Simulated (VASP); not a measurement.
# ZnAu in VASP: notebook, part 3 of 3

VASP 6.6.1. The steps go on from the part before.

### Step 5. Single point, PBEsol (strained)

Input file INCAR:

```
SYSTEM = ZnAu
ALGO = Normal ; EDIFF = 1E-7
ENCUT = 520 ; GGA = PS
ISIF = 2 ; ISMEAR = 0
LASPH = .TRUE. ; LCHARG = .FALSE.
LREAL = .FALSE. ; LWAVE = .FALSE.
NBANDS = 18 ; NELM = 60
PREC = Accurate ; SIGMA = 0.1
```

Input file KPOINTS:

```
k-points
0
G
  14 14 14
  0 0 0
```

Input file POSCAR:

```
ZnAu
1.0
    3.1886977500      0.0000000000      0.0000000000
    0.0000000000      3.1886977500      0.0000000000
    0.0000000000      0.0000000000      3.1886977500
Zn Au
1 1
Direct
    0.5000000000      0.5000000000      0.5000000000
    0.0000000000      0.0000000000      0.0000000000
```

Potentials or basis: VASP PAW PBE potentials, release 64 (Zn, Au).

Command:

```
$ cat potpaw_PBE.64/Zn/POTCAR potpaw_PBE.64/Au/POTCAR > POTCAR
$ mpirun -np 1 vasp_std > vasp.out
```

OUTCAR:

```text
SYSTEM = ZnAu
   EDIFF = 1E-7
   ENCUT = 520
   GGA = PS
   ISIF = 2
   ISMEAR = 0
   LASPH = .TRUE.
   LREAL = .FALSE.
   NELM = 60
   PREC = Accurate

 ion  position               nearest neighbor table
   1  0.500  0.500  0.500-   2 2.76   2 2.76   2 2.76   2 2.76   2 2.76   2 2.76   2 2.76   2 2.76

   2  0.000  0.000  0.000-   1 2.76   1 2.76   1 2.76   1 2.76   1 2.76   1 2.76   1 2.76   1 2.76

  LATTYP: Found a simple cubic cell.
 ALAT       =     3.1886977500

  Lattice vectors:

 A1 = (   3.1886977500,   0.0000000000,   0.0000000000)
 A2 = (   0.0000000000,   3.1886977500,   0.0000000000)
 A3 = (   0.0000000000,   0.0000000000,   3.1886977500)

Analysis of symmetry for initial positions (statically):
=====================================================================
 Subroutine PRICEL returns:
 Original cell was already a primitive cell.

 Routine SETGRP: Setting up the symmetry group for a
 simple cubic supercell.

 Subroutine GETGRP returns: Found 48 space group operations
 (whereof 48 operations were pure point group operations)
 out of a pool of 48 trial point group operations.

[... 157 lines left out ...]
  ext. energy  EPLUGINS =         0.00000000
  ---------------------------------------------------
  free energy    TOTEN  =        -5.91090895 eV

  energy without entropy =       -5.90723212  energy(sigma->0) =       -5.90907053

 E-fermi :   6.4002     XC(G=0): -12.3115

 val. band max:        6.3866107105   @ k =   0.3571   0.2857   0.0714
 cond. band min:       6.4098887753   @ k =   0.3571   0.3571   0.0714
 fundamental gap:      0.0232780648
 Fermi energy:         6.4002001936

 k-point     1 :       0.0000    0.0000    0.0000
  band No.  band energies     occupation
      1      -3.8634      2.00000
      2      -1.4769      2.00000
      3      -1.4769      2.00000
      4      -0.8645      2.00000
      5      -0.8645      2.00000
      6      -0.8645      2.00000
[... 481 lines left out ...]
      5      -0.8511      2.00000
      6      -0.4699      2.00000
[... 10 lines left out ...]
     17      20.3517      0.00000
     18      20.8204      0.00000

 [... further k-points ...]
[... 5 lines left out ...]
  --------------------------------------------------------------------------------------
  -------------------------------------------------------------------------------------
  Total       -1.3866732     -1.3866732     -1.3866732      0.0000000     -0.0000000      0.0000000
  in kB      -68.5243040    -68.5243040    -68.5243040      0.0000000     -0.0000000      0.0000000
  external PRESSURE =     -68.5243040 kB  Pullay stress =       0.0000000 kB

 VOLUME and BASIS-vectors are now :
 -----------------------------------------------------------------------------
  energy-cutoff  :      520.00
  volume of cell :       32.42
      direct lattice vectors                 reciprocal lattice vectors
     3.188697750  0.000000000  0.000000000     0.313607648  0.000000000  0.000000000
     0.000000000  3.188697750  0.000000000     0.000000000  0.313607648  0.000000000
     0.000000000  0.000000000  3.188697750     0.000000000  0.000000000  0.313607648

 POSITION                                       TOTAL-FORCE (eV/Angst)
 -----------------------------------------------------------------------------------
      1.59435      1.59435      1.59435         0.000000      0.000000      0.000000
      0.00000      0.00000      0.00000         0.000000      0.000000      0.000000
 -----------------------------------------------------------------------------------
    total drift:                                0.000000      0.000000     -0.000000

  FREE ENERGIE OF THE ION-ELECTRON SYSTEM (eV)
  ---------------------------------------------------
  free  energy   TOTEN  =        -5.9109089466 eV

  energy  without entropy=       -5.9072321183  energy(sigma->0) =       -5.90907053
```

OSZICAR:

```text
N       E                     dE             d eps       ncg     rms          rms(c)
DAV:   1     0.131606773170E+03    0.13161E+03   -0.11401E+04  4400   0.163E+03
DAV:   2    -0.873331746000E+00   -0.13248E+03   -0.12596E+03  4412   0.314E+02
DAV:   3    -0.641446254394E+01   -0.55411E+01   -0.54882E+01  4752   0.694E+01
DAV:   4    -0.646241218570E+01   -0.47950E-01   -0.47933E-01  4728   0.573E+00
DAV:   5    -0.646292050696E+01   -0.50832E-03   -0.50831E-03  4600   0.632E-01    0.786E+00
DAV:   6    -0.594701937524E+01    0.51590E+00   -0.15587E+00  4640   0.144E+01    0.494E+00
DAV:   7    -0.592086676507E+01    0.26153E-01   -0.31381E-02  5942   0.318E+00    0.272E+00
DAV:   8    -0.591089037540E+01    0.99764E-02   -0.89476E-03  4704   0.100E+00    0.146E-01
DAV:   9    -0.591090632935E+01   -0.15954E-04   -0.39748E-04  5224   0.249E-01    0.717E-02
DAV:  10    -0.591090890836E+01   -0.25790E-05   -0.35011E-05  4978   0.625E-02    0.171E-02
DAV:  11    -0.591090904590E+01   -0.13753E-06   -0.39502E-06  4712   0.285E-02    0.466E-03
DAV:  12    -0.591090894657E+01    0.99327E-07   -0.52153E-08  2524   0.628E-03
   1 F= -.59109089E+01 E0= -.59090705E+01  d E =-.367683E-02
```

stdout:

```text
POSCAR found type information on POSCAR ZnAu
 POSCAR found :  2 types and       2 ions
 scaLAPACK will be used
 -----------------------------------------------------------------------------
|                                                                             |
|                                                                             |
|     You enforced a specific xc type in the INCAR file but a different       |
|     I HOPE YOU KNOW WHAT YOU ARE DOING!                                     |
|                                                                             |
 -----------------------------------------------------------------------------

 LDA part: xc-table for (Slater+PW92), standard interpolation
 POSCAR, INCAR and KPOINTS ok, starting setup
 FFT: planning ... GRIDC
 FFT: planning ... GRID_SOFT
 FFT: planning ... GRID
 WAVECAR not read
 entering main loop
```

It took 37 s on 1 thread of Oxide Virtual Turin-like, shared host; peak memory 0.16 GiB.

Results:

```yaml
Free_energy: -5.9109 eV
Pressure: -6.9 GPa
Band_gap_on_the_k_mesh: zero (an odd number of electrons rules out a gap without spin polarisation)
```

Caveat: the cell differs from its parent crystal (strained); the cell stands under tension; the PAW data sets were made with another functional, which shifts forces and pressure a little; spin-orbit coupling is left out, which moves the levels of the heavy elements.

### Step 6. Single point, PBEsol (strained)

Input file INCAR:

```
SYSTEM = ZnAu
  PREC = Accurate
  ENCUT = 520
  EDIFF = 1E-6
  ISMEAR = 0
  SIGMA = 0.1
  LREAL = .False.
  LASPH = .True.
  NELM = 60
  ALGO = Normal
  ISIF = 2
  LWAVE = .False.
  LCHARG = .False.
  GGA = PS
  NBANDS = 18
```

Input file KPOINTS:

```
Automatic mesh
0
Gamma
  12 12 12
  0 0 0
```

Input file POSCAR:

```
ZnAu
1.0
    3.1919706300     -0.0629400000     -0.0629400000
   -0.0629400000      3.1919706300     -0.0629400000
   -0.0629400000     -0.0629400000      3.1919706300
Zn Au
1 1
Direct
    0.5000000000      0.5000000000      0.5000000000
    0.0000000000      0.0000000000      0.0000000000
```

Potentials or basis: VASP PAW PBE potentials, release 64 (Zn, Au).

Command:

```
$ cat potpaw_PBE.64/Zn/POTCAR potpaw_PBE.64/Au/POTCAR > POTCAR
$ mpirun -np 1 vasp_std > vasp.out
```

Run time: 53 s. Hardware: 1 thread of Oxide Virtual Turin-like, shared host; peak memory 0.2 GiB.

The run converged. Its results:

```yaml
Free_energy: -5.8911 eV
Pressure: -6.4 GPa
Band_gap_on_the_k_mesh: zero (an odd number of electrons rules out a gap without spin polarisation)
```

Stress tensor (GPa, compression positive):
```
-6.43  2.08  2.08
 2.08 -6.43  2.08
 2.08  2.08 -6.43
```

Levels at points of the mesh, in eV from the Fermi level:
| k point | band 9 | band 10 | band 11 | band 12 | band 13 | band 14 |
| --- | --- | --- | --- | --- | --- | --- |
| (0.00, 0.00, 0.00) | -3.70 | -3.70 | -3.67 | 4.67 | 5.00 | 5.00 |
| (0.50, 0.00, 0.00) | -4.87 | -4.68 | -3.83 | -2.40 | 10.02 | 10.30 |
| (0.50, 0.50, 0.00) | -3.98 | -3.13 | -2.09 | -1.64 | 0.56 | 2.36 |
| (0.50, 0.50, 0.50) | -3.09 | -3.09 | 1.10 | 3.08 | 3.40 | 3.40 |

Caveat: the cell differs from its parent crystal (strained); the cell stands under tension; the PAW data sets were made with another functional, which shifts forces and pressure a little; spin-orbit coupling is left out, which moves the levels of the heavy elements.

### Step 7. Overview

| level | cell | k mesh | gap on the mesh (eV) | pressure (GPa) |
| --- | --- | --- | --- | --- |
| PBE | a = 3.113 Å, 2 atoms | 14 × 14 × 14 | none | 10.0 |
| PBEsol | a = 3.162 Å, 2 atoms | 14 × 14 × 14 | none | -4.1 |
| PBEsol | a = 3.186 Å, 2 atoms | 14 × 14 × 14 | none | -6.7 |
| PBEsol | a = 3.189 Å, 2 atoms | 14 × 14 × 14 | none | -6.9 |
| PBEsol | a = 3.193 Å, angles 92.2°, 2 atoms | 12 × 12 × 12 | none | -6.4 |

Alike in all rows: task single point; potentials or basis VASP PAW PBE potentials, release 64 (Zn, Au); no spin polarisation; cutoff (eV) 520; smearing gaussian 0.1 eV.

Caveats: spin-orbit coupling is left out, which moves the levels of the heavy elements; the cell stands under tension (at least some runs); the PAW data sets were made with another functional, which shifts forces and pressure a little (at least some runs); the cell stands under pressure (at least some runs).

Absolute energies hang on the potentials; compare differences alone.

The gap in the log of VASP goes by the Fermi energy; the results here count the filled bands.